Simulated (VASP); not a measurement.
MgB2H, 4 atoms in the cell. It takes space group P6/mmm (No. 191, hexagonal). The conventional cell has a = 3.201 Å, b = 3.201 Å, c = 4.723 Å, α = 90.00°, β = 90.00°, γ = 120.00°. Within 3.1 Å of Mg (site symmetry 6/mmm) lie 2 H at 2.36 Å and 12 B at 3.00 Å. B (site symmetry -6m2) has 3 H at 1.85 Å and 3 B at 1.85 Å within 2.5 Å. Within 2.5 Å of H (site symmetry 6/mmm) lie 6 B at 1.85 Å and 2 Mg at 2.36 Å. 

| Quantity | Value |
| --- | --- |
| Program | VASP 6.6.1 |
| Task | relaxation of cell and atoms |
| Functional | PBE |
| Potentials or basis | VASP PAW PBE potentials, release 64 (Mg, B, H) |
| Cutoff | 600 eV |
| k mesh | 6 × 6 × 4 |
| Occupations | gaussian, width 0.1 eV |
| Spin | no spin polarisation |
| Dipole correction | no |
| Further INCAR settings | ALGO = Normal; EDIFF = 1e-06; IBRION = 2; EDIFFG = -0.04; NSW = 90; ISIF = 3 |

Potentials or basis: VASP PAW PBE potentials, release 64 (Mg, B, H).

Run with:

```bash
$ cat potpaw_PBE.64/Mg/POTCAR potpaw_PBE.64/B/POTCAR potpaw_PBE.64/H/POTCAR > POTCAR
$ mpirun -np 1 vasp_std > vasp.out
```

Hardware: 1 thread of Intel(R) Xeon(R) 6975P-C (Granite Rapids) (shared host).

Q: Estimate the wall time of this run.

A: Run time: 30 s on 1 thread of Intel(R) Xeon(R) 6975P-C (Granite Rapids), with other jobs on the host, peak memory 0.19 GiB. Counts: scf iterations 68, k points 21, ion steps 11.
